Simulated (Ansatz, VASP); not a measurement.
## Two plane-wave programs on Ru

```
CELL_PARAMETERS angstrom
4.79149 0.00000 0.00000
0.00000 4.79149 0.00000
0.00000 0.00000 4.79149
ATOMIC_POSITIONS crystal
Ru 0.00000 0.00000 0.00000
Ru 0.50000 0.50000 0.50000
Ru 0.25000 0.00000 0.50000
Ru 0.75000 0.00000 0.50000
Ru 0.50000 0.25000 0.00000
Ru 0.50000 0.75000 0.00000
Ru 0.00000 0.50000 0.25000
Ru 0.00000 0.50000 0.75000
```

Alike in both runs: functional PBEsol; k mesh 6 × 6 × 6; occupations fermi-dirac, width 0.1 eV; no spin polarisation.

Ansatz relaxed the structure, and its values are those at the end. VASP's run is a single point on that final structure, the one shown.

|  | VASP | Ansatz |
| --- | --- | --- |
| version | VASP 6.6.1 | Ansatz 0.2.0 |
| potentials or method | VASP PAW PBE potentials, release 64 (Ru_pv), cutoff 520 eV | plane waves (420 eV) with PAW, scalar-relativistic |
| valence electrons in the cell | 112 | 128 |

|  | VASP | Ansatz | Ansatz less VASP |
| --- | --- | --- | --- |
| pressure (GPa) | 0.0 | 0.0 | -0.02 |

VASP's potentials were made for PBE, not for PBEsol, and Ansatz warns of the same on its side. VASP's potentials hold 112 valence electrons a cell and Ansatz's 128, so a difference there can come from the potentials and not from the codes.
